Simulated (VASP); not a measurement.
Write the native input for VASP 6.6.1 that does the following.

| Property | Result |
| --- | --- |
| Task | single point |
| Functional | PBE |
| Potentials or basis | VASP PAW PBE potentials, release 64 (Ga_d, Ir) |
| Cutoff | 520 eV |
| k mesh | 4 × 4 × 4 |
| Occupations | gaussian, width 0.1 eV |
| Spin | no spin polarisation |
| Dipole correction | no |
| Further INCAR settings | ALGO = Normal; EDIFF = 1e-06; NBANDS = 32 |

The structure of GaIr4 lies in POSCAR:

```
GaIr4
1.0
   -2.7821247800      2.7821247800      2.7821247800
    2.7821247800     -2.7821247800      2.7821247800
    2.7821247800      2.7821247800     -2.7821247800
Ga Ir
1 4
Direct
    0.0000000000      0.0000000000      0.0000000000
    0.0000000000      0.6305807800      0.0000000000
    0.3694192200      0.3694192200      0.3694192200
    0.0000000000      0.0000000000      0.6305807800
    0.6305807800      0.0000000000      0.0000000000
```

One way to write it, as run:

INCAR

```
ALGO = Normal ; EDIFF = 1E-6
ENCUT = 520 ; GGA = PE
ISIF = 2 ; ISMEAR = 0
LASPH = True ; LCHARG = True
LELF = True ; LREAL = False
LVHAR = True ; LWAVE = False
NBANDS = 32 ; NELM = 60
PREC = Accurate ; SIGMA = 0.1
```

KPOINTS

```
k-points
0
Gamma
  4 4 4
```

Potentials or basis: VASP PAW PBE potentials, release 64 (Ga_d, Ir).

Run with:

```console
$ cat potpaw_PBE.64/Ga_d/POTCAR potpaw_PBE.64/Ir/POTCAR > POTCAR
$ mpirun -np 1 vasp_std > vasp.out
```

Results of the run:

```yaml
Pressure: 98.1 GPa
Largest_force: 27.524 eV/Å
```

Caveat: the k points lie up to 0.40 Å⁻¹ apart; forces of over 1 eV/Å act on the atoms, so gaps and moduli don't describe the material at rest.

It took 23 s on 1 thread of AMD EPYC 7R13 Processor (Zen 3), on a shared host, peak memory 0.18 GiB.
